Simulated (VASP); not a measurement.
Wanted: the native input for a VASP 6.6.1 run.

| Quantity | Value |
| --- | --- |
| Task | single point |
| Functional | PBEsol |
| Dispersion | D3(BJ) |
| Potentials or basis | VASP PAW PBE potentials, release 64 (Ga_d, P) |
| Cutoff | 500 eV |
| k mesh | 6 × 6 × 6 |
| Occupations | gaussian, width 0.01 eV |
| Spin | no spin polarisation |
| Dipole correction | no |
| Further INCAR settings | ALGO = Normal; EDIFF = 1e-06; NBANDS = 16 |

The structure of GaP lies in POSCAR:

```
GaP
1.0
    0.0000000000      2.7253992957      2.7253992957
    2.7253992957      0.0000000000      2.7253992957
    2.7253992957      2.7253992957      0.0000000000
Ga P
1 1
Direct
    0.0000000000      0.0000000000      0.0000000000
    0.2500000000      0.2500000000      0.2500000000
```

One way to write it, as run:

INCAR

```
PREC = Accurate ; ENCUT = 500
EDIFF = 1E-6 ; ISMEAR = 0
SIGMA = 0.01 ; LREAL = False
LASPH = True ; NELM = 120
ALGO = Normal ; ISIF = 2
LWAVE = False ; LCHARG = False
GGA = PS ; IVDW = 12
NBANDS = 16 ; GGA_COMPAT = False
```

KPOINTS

```
regular mesh
0
Gamma
  6 6 6
```

Potentials or basis: VASP PAW PBE potentials, release 64 (Ga_d, P).

The run is started by

```bash
$ cat potpaw_PBE.64/Ga_d/POTCAR potpaw_PBE.64/P/POTCAR > POTCAR
$ mpirun -np 1 vasp_std > vasp.out
```

Results of the run:

```yaml
Pressure: -2.8 GPa
Band_gap_on_the_k_mesh: 1.51 eV, indirect (least direct gap 1.75 eV)
Dispersion_energy_per_atom: -0.281 eV
```

Caveat: the PAW data sets were made with another functional, which shifts forces and pressure a little.

Wall time 5.5 s on 1 thread of Intel(R) Xeon(R) 6975P-C (Granite Rapids), on a shared host, peak memory 0.16 GiB.
